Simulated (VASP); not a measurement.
Wanted: the native input for a VASP 6.6.1 run.

| Quantity | Value |
| --- | --- |
| Task | single point |
| Functional | PBE |
| Potentials or basis | VASP PAW PBE potentials, release 64 (Se) |
| Cutoff | 520 eV |
| k mesh | 8 × 8 × 6 |
| Occupations | fermi-dirac, width 0.03 eV |
| Spin | no spin polarisation |
| Dipole correction | no |
| Further INCAR settings | ALGO = Normal; EDIFF = 1e-07; NBANDS = 16 |

The structure of Se lies in POSCAR:

```
Se
1.0
    4.3551696776      0.0000000000      0.0000000000
   -2.1775848388      3.7716875786      0.0000000000
    0.0000000000      0.0000000000      4.9989445000
Se
3
Direct
    0.2170000000      0.0000000000      0.1666666667
    0.0000000000      0.2170000000      0.8333333333
    0.7830000000      0.7830000000      0.5000000000
```

This cell differs from its parent crystal: zz strain of +1 %.

One way to write it, as run:

INCAR

```
SYSTEM = Se
PREC = Accurate
ENCUT = 520
EDIFF = 1E-7
ISMEAR = -1
SIGMA = 0.03
LREAL = .False.
LASPH = .True.
NELM = 60
ALGO = Normal
ISIF = 2
LWAVE = .False.
LCHARG = .False.
GGA = PE
NBANDS = 16
```

KPOINTS

```
regular mesh
0
Gamma
  8 8 6
  0 0 0
```

Potentials or basis: VASP PAW PBE potentials, release 64 (Se).

Run with:

```sh
$ cat potpaw_PBE.64/Se/POTCAR > POTCAR
$ mpirun -np 1 vasp_std > vasp.out
```

Results of the run:

```json
{"Pressure": "4.7 GPa", "Largest force": "1.034 eV/Å", "Band gap on the k mesh": "1.03 eV, indirect (least direct gap 1.08 eV)"}
```

Caveat: the cell differs from its parent crystal (zz strain of +1 %); forces of over 1 eV/Å act on the atoms, so gaps and moduli don't describe the material at rest.

It took 19 s on 1 thread of Intel(R) Xeon(R) 6975P-C (Granite Rapids), on a shared host, peak memory 0.21 GiB.
